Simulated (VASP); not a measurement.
# ZrS (Fm-3m) in VASP: notebook, part 4 of 4

VASP 6.6.1.

### Step 6. Single point, PBEsol

INCAR reads:

```
SYSTEM = ZrS
ALGO     = Normal         ! electronic algorithm
EDIFF    = 1E-6           ! SCF threshold, eV
ENCUT    = 520            ! plane-wave cutoff, eV
GGA      = PS             ! functional
ISIF     = 2              ! what is computed and relaxed
ISMEAR   = 0              ! smearing method
LASPH    = .True.         ! aspherical terms in the spheres
LCHARG   = .False.        ! write CHGCAR
LREAL    = .False.        ! projectors in reciprocal space
LWAVE    = .False.        ! write WAVECAR
NBANDS   = 16             ! bands
NELM     = 60             ! most SCF steps
PREC     = Accurate       ! precision mode
SIGMA    = 0.1            ! smearing width, eV
```

KPOINTS reads:

```
k-points
0
Gamma
  14 14 14
  0 0 0
```

POSCAR reads:

```
ZrS
1.0
    0.0000000000      2.6250000000      2.6250000000
    2.6250000000      0.0000000000      2.6250000000
    2.6250000000      2.6250000000      0.0000000000
Zr S
1 1
Direct
    0.0000000000      0.0000000000      0.0000000000
    0.5000000000      0.5000000000      0.5000000000
```

Potentials or basis: VASP PAW PBE potentials, release 64 (Zr_sv, S).

Launch:

```
$ cat potpaw_PBE.64/Zr_sv/POTCAR potpaw_PBE.64/S/POTCAR > POTCAR
$ mpirun -np 1 vasp_std > vasp.out
```

OUTCAR:

```text
SYSTEM = ZrS
   EDIFF = 1E-6
   ENCUT = 520
   GGA = PS
   ISIF = 2
   ISMEAR = 0
   LASPH = .True.
   LREAL = .False.
   NELM = 60
   PREC = Accurate

 ion  position               nearest neighbor table
   1  0.000  0.000  0.000-   2 2.62   2 2.62   2 2.62   2 2.62   2 2.62   2 2.62
   2  0.500  0.500  0.500-   1 2.62   1 2.62   1 2.62   1 2.62   1 2.62   1 2.62

  LATTYP: Found a face centered cubic cell.
 ALAT       =     5.2500000000

  Lattice vectors:

 A1 = (   0.0000000000,   2.6250000000,   2.6250000000)
 A2 = (   2.6250000000,   0.0000000000,   2.6250000000)
 A3 = (   2.6250000000,   2.6250000000,   0.0000000000)

Analysis of symmetry for initial positions (statically):
=====================================================================
 Subroutine PRICEL returns:
 Original cell was already a primitive cell.

 Routine SETGRP: Setting up the symmetry group for a
 face centered cubic supercell.

 Subroutine GETGRP returns: Found 48 space group operations
 (whereof 48 operations were pure point group operations)
 out of a pool of 48 trial point group operations.

The static configuration has the point symmetry O_h .

Analysis of symmetry for dynamics (positions and initial velocities):
=====================================================================
 Subroutine PRICEL returns:
 Original cell was already a primitive cell.

 Routine SETGRP: Setting up the symmetry group for a
 face centered cubic supercell.

 Subroutine GETGRP returns: Found 48 space group operations
 (whereof 48 operations were pure point group operations)
 out of a pool of 48 trial point group operations.

The dynamic configuration has the point symmetry O_h .

 Subroutine INISYM returns: Found 48 space group operations
 (whereof 48 operations are pure point group operations),
 and found     1 'primitive' translations

----------------------------------------------------------------------------------------

                                     Primitive cell

  volume of cell :      36.1758

  direct lattice vectors                    reciprocal lattice vectors
     0.000000000  2.625000000  2.625000000    -0.190476190  0.190476190  0.190476190
     2.625000000  0.000000000  2.625000000     0.190476190 -0.190476190  0.190476190
     2.625000000  2.625000000  0.000000000     0.190476190  0.190476190 -0.190476190

  length of vectors
     3.712310601  3.712310601  3.712310601     0.329914440  0.329914440  0.329914440

  position of ions in fractional coordinates (direct lattice)
     0.000000000  0.000000000  0.000000000
     0.500000000  0.500000000  0.500000000

  ion indices of the primitive-cell ions
   primitive index   ion index
                 1           1
                 2           2

----------------------------------------------------------------------------------------

 KPOINTS: k-points

Automatic generation of k-mesh.
 Grid dimensions read from file:
 generate k-points for:   14   14   14

 Generating k-lattice:

  Cartesian coordinates                     Fractional coordinates (reciprocal lattice)
    -0.013605442  0.013605442  0.013605442     0.071428571  0.000000000  0.000000000
     0.013605442 -0.013605442  0.013605442     0.000000000  0.071428571  0.000000000
     0.013605442  0.013605442 -0.013605442     0.000000000  0.000000000  0.071428571

  Length of vectors
     0.023565317  0.023565317  0.023565317

  Shift w.r.t. Gamma in fractional coordinates (k-lattice)
     0.000000000  0.000000000  0.000000000

 Subroutine IBZKPT returns following result:
 ===========================================

 Found    104 irreducible k-points:

 Following reciprocal coordinates:
            Coordinates               Weight
  0.000000  0.000000  0.000000      1.000000
  0.071429  0.000000  0.000000      8.000000
  0.142857  0.000000  0.000000      8.000000
  0.214286  0.000000  0.000000      8.000000
  0.285714  0.000000  0.000000      8.000000
  0.357143  0.000000  0.000000      8.000000
[... 16 lines left out ...]
  0.214286  0.142857  0.000000     24.000000
  0.285714  0.142857  0.000000     24.000000
 [... further k-points ...]
   k-points           NKPTS =    104   k-points in BZ     NKDIM =    104   number of bands    NBANDS=     16
   number of dos      NEDOS =    301   number of ions     NIONS =      2
   total plane-waves  NPLWV =  21952
   dimension x,y,z NGX =    28 NGY =   28 NGZ =   28
   dimension x,y,z NGXF=    56 NGYF=   56 NGZF=   56
   ions per type =               1   1
   NGX,Y,Z   is equivalent  to a cutoff of  12.54, 12.54, 12.54 a.u.
   NGXF,Y,Z  is equivalent  to a cutoff of  25.08, 25.08, 25.08 a.u.
 SYSTEM =  ZrS
   PREC   = accura    normal or accurate (medium, high low for compatibility)
   ISTART =      0    job   : 0-new  1-cont  2-samecut
   ICHARG =      2    charge: 1-file 2-atom 10-const
   ISPIN  =      1    spin polarized calculation?
   LNONCOLLINEAR =      F non collinear calculations
   LSORBIT =      F    spin-orbit coupling
   LASPH  =      T    aspherical Exc in radial PAW
   ENCUT  =  520.0 eV  38.22 Ry    6.18 a.u.   6.90  6.90  6.90*2*pi/ulx,y,z
   NELM   =     60;   NELMIN=  2; NELMDL= -5     # of ELM steps
   EDIFF  = 0.1E-05   stopping-criterion for ELM
   LREAL  =      F    real-space projection
   EDIFFG = 0.1E-04   stopping-criterion for IOM
   NSW    =      0    number of steps for IOM
   IBRION =     -1    ionic relax: 0-MD 1-quasi-New 2-CG
   NFREE  =      0    steps in history (QN), initial steepest desc. (CG)
   ISIF   =      2    stress and relaxation
   ISYM   =      2    0-nonsym 1-usesym 2-fastsym
   POTIM  = 0.5000    time-step for ionic-motion
   TEBEG  =    0.0;   TEEND  =   0.0 temperature during run
   PSTRESS=    0.0 pullay stress
   NELECT =      18.0000    total number of electrons
   NUPDOWN=      -1.0000    fix difference up-down
   EMIN   =  10.00;   EMAX   =-10.00  energy-range for DOS
   EFERMI =   0.00;   METHOD = LEGACY
   ISMEAR =     0;   SIGMA  =   0.10  broadening in eV -4-tet -1-fermi 0-gaus
   EFERMI_NEDOS =   21; number of points for ismear=-14 and -15
   IALGO  =     38    algorithm
   IMIX   =      4    mixing-type and parameters
     AMIX     =   0.40;   BMIX     =  1.00
     AMIX_MAG =   1.60;   BMIX_MAG =  1.00
  volume/ion in A,a.u.               =      18.09       122.06
  Fermi-wavevector in a.u.,A,eV,Ry     =   1.297258  2.451462 22.896950  1.682878
  Thomas-Fermi vector in A             =   2.428662
   LORBIT       =      0    0 simple, 1 ext, 2 COOP (PROOUT), +10 PAW based schemes
   GGA     = PS    functional components
   LHFCALC =     F    Hartree Fock is set to
   AEXX    =    0.0000 exact exchange contribution
   IVDW    =     0    specifies the selected vdW correction
   LEPSILON=     F    determine dielectric tensor
   LRPA    =     F    only Hartree local field effects (RPA)
 non-spin polarized calculation
 Gauss-broadening in eV      SIGMA  =   0.10
  energy-cutoff  :      520.00
  volume of cell :       36.18
 maximum number of plane-waves:       990
   NGX = 13   NGY = 13   NGZ = 13

 number of electron      18.0000000 magnetization

 Free energy of the ion-electron system (eV)
  ---------------------------------------------------
  ext. energy  EPLUGINS =         0.00000000
  ---------------------------------------------------
  free energy    TOTEN  =       -16.47978698 eV

  energy without entropy =      -16.47211782  energy(sigma->0) =      -16.47595240

 E-fermi :  10.6132     XC(G=0): -11.4604

 val. band max:       10.6105705396   @ k =   0.2857   0.2143   0.0714
 cond. band min:      10.6201293420   @ k =  -0.2857   0.0714   0.0000
 fundamental gap:      0.0095588024
 Fermi energy:        10.6132481043

 k-point     1 :       0.0000    0.0000    0.0000
  band No.  band energies     occupation
      1     -39.2832      2.00000
      2     -17.2787      2.00000
      3     -17.2787      2.00000
      4     -17.2787      2.00000
      5      -5.2125      2.00000
      6       7.0926      2.00000
[... 8 lines left out ...]
     15      17.7251      0.00000
     16      22.9596      0.00000

 k-point     2 :       0.0714    0.0000    0.0000
  band No.  band energies     occupation
      1     -39.2819      2.00000
      2     -17.2968      2.00000
      3     -17.2802      2.00000
      4     -17.2802      2.00000
      5      -5.1473      2.00000
      6       6.6880      2.00000
[... 8 lines left out ...]
     15      17.9438      0.00000
     16      22.4838      0.00000
[... 387 lines left out ...]
      5      -4.7277      2.00000
      6       4.6437      2.00000
[... 8 lines left out ...]
     15      19.1972      0.00000
     16      20.3210      0.00000

 k-point    24 :       0.2857    0.1429    0.0000
  band No.  band energies     occupation
      1     -39.2677      2.00000
      2     -17.4492      2.00000
      3     -17.3178      2.00000
      4     -17.3120      2.00000
      5      -4.4830      2.00000
      6       4.1329      2.00000
[... 8 lines left out ...]
     15      18.7161      0.00000
     16      19.5762      0.00000

 [... further k-points ...]
[... 5 lines left out ...]
  --------------------------------------------------------------------------------------
  -------------------------------------------------------------------------------------
  Total       -1.4083086     -1.4083086     -1.4083086      0.0000000     -0.0000000      0.0000000
  in kB      -62.3721204    -62.3721204    -62.3721204      0.0000000     -0.0000000      0.0000000
  external PRESSURE =     -62.3721204 kB  Pullay stress =       0.0000000 kB

 VOLUME and BASIS-vectors are now :
 -----------------------------------------------------------------------------
  energy-cutoff  :      520.00
  volume of cell :       36.18
      direct lattice vectors                 reciprocal lattice vectors
     0.000000000  2.625000000  2.625000000    -0.190476190  0.190476190  0.190476190
     2.625000000  0.000000000  2.625000000     0.190476190 -0.190476190  0.190476190
     2.625000000  2.625000000  0.000000000     0.190476190  0.190476190 -0.190476190

 POSITION                                       TOTAL-FORCE (eV/Angst)
 -----------------------------------------------------------------------------------
      0.00000      0.00000      0.00000        -0.000000      0.000000      0.000000
      2.62500      2.62500      2.62500         0.000000      0.000000      0.000000
 -----------------------------------------------------------------------------------
    total drift:                                0.000000      0.000000      0.000000

  FREE ENERGIE OF THE ION-ELECTRON SYSTEM (eV)
  ---------------------------------------------------
  free  energy   TOTEN  =       -16.4797869770 eV

  energy  without entropy=      -16.4721178168  energy(sigma->0) =      -16.47595240
```

It took 70 s on 1 thread of AMD EPYC 7R43 (Zen 3), shared host; peak memory 0.16 GiB.

Results:

| Quantity | Value |
| --- | --- |
| Free energy | -16.4798 eV |
| Pressure | -6.2 GPa |
| Band gap on the k mesh | zero (band 9 reaches 12.07 eV, above the bottom of band 10 at 9.24 eV) |

Levels at points of the mesh, in eV from the Fermi level:
```csv
k point,band 5,band 6,band 7,band 8,band 9,band 10,band 11,band 12,band 13,band 14
"(0.00, 0.00, 0.00)",-15.83,-3.52,-3.52,-3.52,-1.37,-1.37,-1.37,-0.69,-0.69,1.79
"(0.50, 0.00, 0.00)",-14.27,-8.03,-5.97,-5.97,1.45,1.45,1.76,1.87,5.60,5.60
"(0.50, 0.50, 0.00)",-14.97,-6.26,-4.47,-4.47,-3.47,0.50,2.36,2.36,2.78,3.24
```

Caveat: the PAW data sets were made with another functional, which shifts forces and pressure a little.

### Step 7. The runs side by side

| task | cell | k mesh | cutoff (eV) | gap on the mesh (eV) | pressure (GPa) | relaxed volume (Å³/atom) |
| --- | --- | --- | --- | --- | --- | --- |
| relaxation of cell and atoms | relaxed from a = 3.712 Å, angles 60.0°, 2 atoms | 4 × 4 × 4 | 600 | - | 0.0 | 17.20 |
| relaxation of cell and atoms | relaxed from a = 3.712 Å, angles 60.0°, 2 atoms | 6 × 6 × 6 | 600 | - | -0.1 | 17.31 |
| relaxation of cell and atoms | relaxed from a = 3.712 Å, angles 60.0°, 2 atoms | 8 × 8 × 8 | 600 | - | -0.1 | 17.26 |
| single point | a = 3.653 Å, angles 60.0°, 2 atoms | 14 × 14 × 14 | 520 | none | 0.2 | - |
| single point | a = 3.712 Å, angles 60.0°, 2 atoms | 14 × 14 × 14 | 520 | none | -6.2 | - |

Alike in all rows: level PBEsol; potentials or basis VASP PAW PBE potentials, release 64 (Zr_sv, S); no spin polarisation; smearing gaussian 0.1 eV.

Caveats: some runs use coarse meshes; the PAW data sets were made with another functional, which shifts forces and pressure a little; the bands computed are all filled at some k points, so no gap is given (some runs).

Absolute energies hang on the potentials; compare differences alone.
